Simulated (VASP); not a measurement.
# SiMo3 (Im-3m) in VASP: relaxation of cell and atoms with PBE

Aim: the relaxation of cell and atoms of SiMo3 with PBE.

Program: VASP 6.6.1. These are calculated values, not measurements. Logs are shortened: lines on timing, memory, paths and dates and some standing lists are left out, and cuts for length are marked.

## Step 1: The cell of the first run

It takes space group Im-3m (No. 229, cubic). The conventional cell has a = 5.156 Å, b = 5.156 Å, c = 5.156 Å, α = 90.00°, β = 90.00°, γ = 90.00°. Si (site symmetry m-3m) has 6 Mo at 2.58 Å within 3.4 Å. Within 3.4 Å of Mo (site symmetry 4/mmm) lie 2 Si at 2.58 Å and 4 Mo at 2.58 Å.

The cell was built from a structure type or drawn by symmetry, and may not be a known phase.

## Step 2: Relaxation of cell and atoms, PBE

INCAR

```
SYSTEM = SiMo3
  PREC = Accurate
  ENCUT = 600
  EDIFF = 1E-7
  ISMEAR = 0
  SIGMA = 0.1
  LREAL = .FALSE.
  LASPH = .TRUE.
  NELM = 60
  ALGO = Fast
  ISIF = 3
  LWAVE = .FALSE.
  LCHARG = .FALSE.
  GGA = PE
  IBRION = 2
  NSW = 100
  EDIFFG = -0.01
```

KPOINTS

```
Automatic mesh
0
G
  12 12 12
  0 0 0
```

POSCAR

```
SiMo3
1.0
   -2.5781601797      2.5781601797      2.5781601797
    2.5781601797     -2.5781601797      2.5781601797
    2.5781601797      2.5781601797     -2.5781601797
Si Mo
1 3
Direct
    0.0000000000      0.0000000000      0.0000000000
    0.0000000000      0.5000000000      0.5000000000
    0.5000000000      0.0000000000      0.5000000000
    0.5000000000      0.5000000000      0.0000000000
```

Potentials or basis: VASP PAW PBE potentials, release 64 (Si, Mo_sv).

The run is started by

```bash
$ cat potpaw_PBE.64/Si/POTCAR potpaw_PBE.64/Mo_sv/POTCAR > POTCAR
$ mpirun -np 1 vasp_std > vasp.out
```

OUTCAR:

```text
SYSTEM = SiMo3
   PREC = Accurate
   ENCUT = 600
   EDIFF = 1E-7
   ISMEAR = 0
   LREAL = .FALSE.
   LASPH = .TRUE.
   NELM = 60
   ISIF = 3
   GGA = PE
   IBRION = 2
   NSW = 100
   EDIFFG = -0.01

 ion  position               nearest neighbor table
   1  0.000  0.000  0.000-   2 2.58   3 2.58   4 2.58   2 2.58   3 2.58   4 2.58
   2  0.000  0.500  0.500-   1 2.58   3 2.58   4 2.58   1 2.58   4 2.58   3 2.58
   3  0.500  0.000  0.500-   1 2.58   2 2.58   4 2.58   4 2.58   1 2.58   2 2.58
   4  0.500  0.500  0.000-   1 2.58   2 2.58   3 2.58   3 2.58   2 2.58   1 2.58

  LATTYP: Found a body centered cubic cell.
 ALAT       =     5.1563203594

  Lattice vectors:

 A1 = (  -2.5781601797,   2.5781601797,   2.5781601797)
 A2 = (   2.5781601797,  -2.5781601797,   2.5781601797)
 A3 = (   2.5781601797,   2.5781601797,  -2.5781601797)

Analysis of symmetry for initial positions (statically):
=====================================================================
 Subroutine PRICEL returns:
 Original cell was already a primitive cell.

 Routine SETGRP: Setting up the symmetry group for a
 body centered cubic supercell.

 Subroutine GETGRP returns: Found 48 space group operations
 (whereof 48 operations were pure point group operations)
 out of a pool of 48 trial point group operations.

The static configuration has the point symmetry O_h .

Analysis of symmetry for dynamics (positions and initial velocities):
=====================================================================
 Subroutine PRICEL returns:
 Original cell was already a primitive cell.

 Routine SETGRP: Setting up the symmetry group for a
 body centered cubic supercell.

 Subroutine GETGRP returns: Found 48 space group operations
 (whereof 48 operations were pure point group operations)
 out of a pool of 48 trial point group operations.

The dynamic configuration has the point symmetry O_h .

 Subroutine INISYM returns: Found 48 space group operations
 (whereof 48 operations are pure point group operations),
 and found     1 'primitive' translations

----------------------------------------------------------------------------------------

                                     Primitive cell

  volume of cell :      68.5472

  direct lattice vectors                    reciprocal lattice vectors
    -2.578160180  2.578160180  2.578160180     0.000000000  0.193936748  0.193936748
     2.578160180 -2.578160180  2.578160180     0.193936748  0.000000000  0.193936748
     2.578160180  2.578160180 -2.578160180     0.193936748  0.193936748  0.000000000

  length of vectors
     4.465504421  4.465504421  4.465504421     0.274267979  0.274267979  0.274267979

  position of ions in fractional coordinates (direct lattice)
     0.000000000  0.000000000  0.000000000
     0.000000000  0.500000000  0.500000000
     0.500000000  0.000000000  0.500000000
     0.500000000  0.500000000  0.000000000

  ion indices of the primitive-cell ions
   primitive index   ion index
                 1           1
                 2           2
                 3           3
                 4           4

----------------------------------------------------------------------------------------

 KPOINTS: Automatic mesh

Automatic generation of k-mesh.
 Grid dimensions read from file:
 generate k-points for:   12   12   12

 Generating k-lattice:

  Cartesian coordinates                     Fractional coordinates (reciprocal lattice)
     0.000000000  0.016161396  0.016161396     0.083333333  0.000000000  0.000000000
     0.016161396  0.000000000  0.016161396     0.000000000  0.083333333  0.000000000
     0.016161396  0.016161396  0.000000000     0.000000000  0.000000000  0.083333333

  Length of vectors
     0.022855665  0.022855665  0.022855665

  Shift w.r.t. Gamma in fractional coordinates (k-lattice)
     0.000000000  0.000000000  0.000000000

 Subroutine IBZKPT returns following result:
 ===========================================

 Found     72 irreducible k-points:

 Following reciprocal coordinates:
            Coordinates               Weight
  0.000000  0.000000  0.000000      1.000000
  0.083333  0.000000  0.000000     12.000000
  0.166667  0.000000  0.000000     12.000000
  0.250000  0.000000  0.000000     12.000000
  0.333333  0.000000  0.000000     12.000000
  0.416667  0.000000  0.000000     12.000000
[... 16 lines left out ...]
  0.333333  0.083333  0.083333     24.000000
  0.416667  0.083333  0.083333     12.000000
 [... further k-points ...]
   k-points           NKPTS =     72   k-points in BZ     NKDIM =     72   number of bands    NBANDS=     27
   number of dos      NEDOS =    301   number of ions     NIONS =      4
   total plane-waves  NPLWV =  46656
   dimension x,y,z NGX =    36 NGY =   36 NGZ =   36
   dimension x,y,z NGXF=    72 NGYF=   72 NGZF=   72
   ions per type =               1   3
   NGX,Y,Z   is equivalent  to a cutoff of  13.40, 13.40, 13.40 a.u.
   NGXF,Y,Z  is equivalent  to a cutoff of  26.80, 26.80, 26.80 a.u.
 SYSTEM =  SiMo3
   PREC   = accura    normal or accurate (medium, high low for compatibility)
   ISTART =      0    job   : 0-new  1-cont  2-samecut
   ICHARG =      2    charge: 1-file 2-atom 10-const
   ISPIN  =      1    spin polarized calculation?
   LNONCOLLINEAR =      F non collinear calculations
   LSORBIT =      F    spin-orbit coupling
   LASPH  =      T    aspherical Exc in radial PAW
   ENCUT  =  600.0 eV  44.10 Ry    6.64 a.u.   8.92  8.92  8.92*2*pi/ulx,y,z
   NELM   =     60;   NELMIN=  2; NELMDL= -5     # of ELM steps
   EDIFF  = 0.1E-06   stopping-criterion for ELM
   LREAL  =      F    real-space projection
   EDIFFG = -.1E-01   stopping-criterion for IOM
   NSW    =    100    number of steps for IOM
   IBRION =      2    ionic relax: 0-MD 1-quasi-New 2-CG
   NFREE  =      1    steps in history (QN), initial steepest desc. (CG)
   ISIF   =      3    stress and relaxation
   ISYM   =      2    0-nonsym 1-usesym 2-fastsym
   POTIM  = 0.5000    time-step for ionic-motion
   TEBEG  =    0.0;   TEEND  =   0.0 temperature during run
   PSTRESS=    0.0 pullay stress
   NELECT =      46.0000    total number of electrons
   NUPDOWN=      -1.0000    fix difference up-down
   EMIN   =  10.00;   EMAX   =-10.00  energy-range for DOS
   EFERMI =   0.00;   METHOD = LEGACY
   ISMEAR =     0;   SIGMA  =   0.10  broadening in eV -4-tet -1-fermi 0-gaus
   EFERMI_NEDOS =   21; number of points for ismear=-14 and -15
   IALGO  =     68    algorithm
   IMIX   =      4    mixing-type and parameters
     AMIX     =   0.40;   BMIX     =  1.00
     AMIX_MAG =   1.60;   BMIX_MAG =  1.00
  volume/ion in A,a.u.               =      17.14       115.64
  Fermi-wavevector in a.u.,A,eV,Ry     =   1.433279  2.708505 27.950313  2.054290
  Thomas-Fermi vector in A             =   2.552815
   LORBIT       =      0    0 simple, 1 ext, 2 COOP (PROOUT), +10 PAW based schemes
   GGA     = PE    functional components
   LHFCALC =     F    Hartree Fock is set to
   AEXX    =    0.0000 exact exchange contribution
   IVDW    =     0    specifies the selected vdW correction
   LEPSILON=     F    determine dielectric tensor
   LRPA    =     F    only Hartree local field effects (RPA)
 conjugate gradient relaxation of ions
 non-spin polarized calculation
 RMM-DIIS sequential band-by-band and
 Gauss-broadening in eV      SIGMA  =   0.10
  energy-cutoff  :      600.00
  volume of cell :       68.55
 maximum number of plane-waves:      2330
   NGX = 17   NGY = 17   NGZ = 17

--------------------------------------- Ionic step        1  -------------------------------------------

 number of electron      46.0000007 magnetization

 Free energy of the ion-electron system (eV)
  ---------------------------------------------------
  ext. energy  EPLUGINS =         0.00000000
  ---------------------------------------------------
  free energy    TOTEN  =       -34.12401749 eV

  energy without entropy =      -34.09365616  energy(sigma->0) =      -34.10883683

------------------------ aborting loop because EDIFF is reached ----------------------------------------

  FORCE on cell =-STRESS in cart. coord.  units (eV):
  Direction    XX          YY          ZZ          XY          YZ          ZX
  --------------------------------------------------------------------------------------
  -------------------------------------------------------------------------------------
  Total       -0.0696976     -0.0696976     -0.0696976      0.0000000      0.0000000     -0.0000000
  in kB       -1.6290656     -1.6290656     -1.6290656      0.0000000      0.0000000     -0.0000000
  external PRESSURE =      -1.6290656 kB  Pullay stress =       0.0000000 kB
[... 61 lines left out ...]
  energy  without entropy=      -34.0935958258  energy(sigma->0) =      -34.10877956

--------------------------------------- Ionic step        3  -------------------------------------------

 number of electron      46.0000006 magnetization

 Free energy of the ion-electron system (eV)
  ---------------------------------------------------
  ext. energy  EPLUGINS =         0.00000000
  ---------------------------------------------------
  free energy    TOTEN  =       -34.12405191 eV

  energy without entropy =      -34.09368758  energy(sigma->0) =      -34.10886975

 E-fermi :  10.1529     XC(G=0): -12.1641

 val. band max:       10.1527902377   @ k =   0.3333   0.0833   0.0833
 cond. band min:      10.1546329875   @ k =  -0.3333   0.5000   0.1667
 fundamental gap:      0.0018427498
 Fermi energy:        10.1529158035

 k-point     1 :       0.0000    0.0000    0.0000
  band No.  band energies     occupation
      1     -50.8463      2.00000
      2     -50.5248      2.00000
      3     -50.5248      2.00000
      4     -25.5071      2.00000
      5     -25.5071      2.00000
      6     -25.5071      2.00000
[... 709 lines left out ...]
     26      10.5447      0.00000
     27      11.0600      0.00000

 [... further k-points ...]
[... 5 lines left out ...]
  --------------------------------------------------------------------------------------
  -------------------------------------------------------------------------------------
  Total       -0.0021232     -0.0021232     -0.0021232     -0.0000000     -0.0000000      0.0000000
  in kB       -0.0496734     -0.0496734     -0.0496734     -0.0000000     -0.0000000      0.0000000
  external PRESSURE =      -0.0496734 kB  Pullay stress =       0.0000000 kB
[... 19 lines left out ...]
  FREE ENERGIE OF THE ION-ELECTRON SYSTEM (eV)
  ---------------------------------------------------
  free  energy   TOTEN  =       -34.1240519126 eV

  energy  without entropy=      -34.0936875831  energy(sigma->0) =      -34.10886975

 reached required accuracy - stopping structural energy minimisation
```

Run time: 2.7 min. Hardware: 1 thread of Intel Xeon 6975P-C (Granite Rapids), shared host; peak memory 0.3 GiB.

Results:

```
Free energy                           : -34.1241 eV
Relaxed volume                        : 17.12 Å³/atom
Relaxed cell                          : a = 4.464 Å, b = 4.464 Å, c = 4.464 Å, α = 109.47°, β = 109.47°, γ = 109.47°
Space group after relaxing (to 0.1 Å) : Im-3m (No. 229)
Energy gained by relaxing             : 0.0 meV/atom
Ionic steps                           : 3
Pressure after relaxing               : 0.0 GPa
Band gap on the k mesh                : zero (bands 23 and 24 overlap by 1.42 eV)
```

Final structure:
```
Si Mo
1.0
    -2.57733    2.57733    2.57733
     2.57733   -2.57733    2.57733
     2.57733    2.57733   -2.57733
Si Mo
1 3
Direct
  0.00000 0.00000 0.00000
  0.00000 0.50000 0.50000
  0.50000 0.00000 0.50000
  0.50000 0.50000 0.00000
```
